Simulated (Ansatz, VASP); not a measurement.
# Two plane-wave programs on Si

```xyz
4
Lattice="3.8311 0.0000 0.0000 -1.9155 3.3178 0.0000 0.0000 0.0000 6.2615" Properties=species:S:1:pos:R:3 pbc="T T T"
Si    0.0000    2.2119   -0.0047
Si    1.9155    1.1059    3.1261
Si    0.0000    2.2119    2.3465
Si    1.9155    1.1059    5.4772
```

Change from the starting cell: strained cell.

Alike in both runs: task relaxation of the atoms; functional PBEsol; k mesh 9 × 9 × 6; occupations gaussian, width 0.01 eV; no spin polarisation.

|  | VASP | Ansatz |
| --- | --- | --- |
| version | VASP 6.6.1 | Ansatz 0.2.0 |
| potentials or method | VASP PAW PBE potentials, release 64 (Si), cutoff 450 eV | scalar-relativistic, plane waves, PAW |
| valence electrons in the cell | 16 | 16 |

|  | VASP | Ansatz | Ansatz less VASP |
| --- | --- | --- | --- |
| gap on the k mesh at the Fermi level, each at its own relaxed structure (eV) | 0.28 | 0.29 | +0.007 |

VASP's potentials were made for PBE, not for PBEsol, and Ansatz warns of the same on its side. Ansatz's warnings: stress scf threshold loose.
